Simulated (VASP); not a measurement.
Here is a VASP 6.6.1 calculation.

File INCAR:

```
SYSTEM = BaTiO3
PREC = Accurate
ENCUT = 600
EDIFF = 1E-8
ISMEAR = 0
SIGMA = 0.01
LREAL = .False.
LASPH = .True.
NELM = 80
ALGO = Normal
ISIF = 3
LWAVE = .False.
LCHARG = .False.
GGA = PE
NBANDS = 28
IBRION = 6
NFREE = 2
POTIM = 0.015
NSW = 1
```

File KPOINTS:

```
Automatic mesh
0
Gamma
  6 6 6
  0 0 0
```

File POSCAR:

```
BaTiO3
1.0
    2.8631910170      1.6530641044      2.3564210855
   -2.8631910170      1.6530641044      2.3564210855
    0.0000000000     -3.3061282088      2.3564210855
Ba Ti O
1 1 3
Direct
    0.0049604402      0.0049604402      0.0049604402
    0.5192105289      0.5192105289      0.5192105289
    0.4883901552      0.4883901552      0.9777487706
    0.4883901552      0.9777487706      0.4883901552
    0.9777487706      0.4883901552      0.4883901552
```

Potentials or basis: VASP PAW PBE potentials, release 64 (Ba_sv, Ti_sv, O).

The run is started by

```console
$ cat potpaw_PBE.64/Ba_sv/POTCAR potpaw_PBE.64/Ti_sv/POTCAR potpaw_PBE.64/O/POTCAR > POTCAR
$ mpirun -np 1 vasp_std > vasp.out
```

Question: Predict the Voigt bulk modulus.

Answer: 102 GPa.

Question: Estimate the highest phonon frequency at Γ, LO-TO splitting left out.

Answer: 547 cm⁻¹.

Elastic tensor in Voigt notation (GPa, in the Cartesian axes of the cell as first typed):
```
233  64  29 -40   0   0
 64 233  29  40   0   0
 29  29 207   0   0   0
-40  40   0  37   0   0
  0   0   0   0  37 -40
  0   0   0   0 -40  85
```

Caveat: the cell is under stress, which shifts elastic constants.
